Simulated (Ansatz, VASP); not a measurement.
# Hf in VASP and in Ansatz

```
CELL_PARAMETERS angstrom
-1.80500 1.80500 1.75988
1.80500 -1.80500 1.75988
1.80500 1.80500 -1.75988
ATOMIC_POSITIONS crystal
Hf 0.00000 0.00000 0.00000
```

Change from the starting cell: strain +0.000 along x and y, -0.025 along z, atoms carried along.

Alike in both runs: task single point; functional PBEsol; k mesh 18 × 18 × 18; occupations gaussian, width 0.15 eV; no spin polarisation.

|  | VASP | Ansatz |
| --- | --- | --- |
| version | VASP 6.6.1 | Ansatz 0.2.0 |
| potentials or method | VASP PAW PBE potentials, release 64 (Hf_pv), cutoff 520 eV | scalar-relativistic, plane waves, PAW |
| valence electrons in the cell | 10 | 26 |

```csv
,VASP,Ansatz,Ansatz less VASP
gap on the k mesh at the Fermi level (eV),none,none,-
pressure (GPa),-7.3,-7.0,+0.30
"traceless stress, the component that is largest in VASP (GPa)",-0.81,-0.78,+0.028
```

VASP's potentials were made for PBE, not for PBEsol. A gap of «none» marks a metal or a gap that the smearing closes. VASP's potentials hold 10 valence electrons a cell and Ansatz's 26, so a difference there can come from the potentials and not from the codes.

Neither program's run includes spin-orbit coupling.
